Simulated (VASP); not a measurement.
Here is a VASP 6.6.1 calculation.

Contents of INCAR:

```
  ALGO = Normal
  EDIFF = 1E-6
  ENCUT = 520
  GGA = PE
  ISIF = 2
  ISMEAR = 0
  LASPH = True
  LCHARG = True
  LELF = True
  LREAL = False
  LVHAR = True
  LWAVE = False
  NBANDS = 43
  NELM = 100
  PREC = Accurate
  SIGMA = 0.1
```

File KPOINTS:

```
k-points
0
Gamma
  15 15 4
```

File POSCAR:

```
AlV2C
1.0
    2.9064461792      0.0000000000      0.0000000000
   -1.4532230896      2.5170562259      0.0000000000
    0.0000000000      0.0000000000     13.1347117301
Al V C
2 4 2
Direct
    0.3333333333      0.6666666667      0.2500000000
    0.6666666667      0.3333333333      0.7500000000
    0.3333333333      0.6666666667      0.5849724962
    0.6666666667      0.3333333333      0.4150275038
    0.6666666667      0.3333333333      0.0849724962
    0.3333333333      0.6666666667      0.9150275038
    0.0000000000      0.0000000000      0.0000000000
    0.0000000000      0.0000000000      0.5000000000
```

Potentials or basis: VASP PAW PBE potentials, release 64 (Al, V_sv, C).

Run with:

```console
$ cat potpaw_PBE.64/Al/POTCAR potpaw_PBE.64/V_sv/POTCAR potpaw_PBE.64/C/POTCAR > POTCAR
$ mpirun -np 1 vasp_std > vasp.out
```

Task: Predict the band gap on the k mesh.

Result: Zero (band 33 reaches 10.35 eV, above the bottom of band 34 at 8.75 eV).

Task: Predict the largest force.

Result: 0.048 eV/Å.

Task: Predict the pressure.

Result: 0.4 GPa.

Forces in eV/Å, atoms in the order of the input:
```
Al   0.000  0.000  0.000
Al   0.000  0.000  0.000
V    0.000  0.000  0.048
V    0.000  0.000 -0.048
V    0.000  0.000  0.048
V    0.000  0.000 -0.048
C    0.000  0.000  0.000
C    0.000  0.000  0.000
```
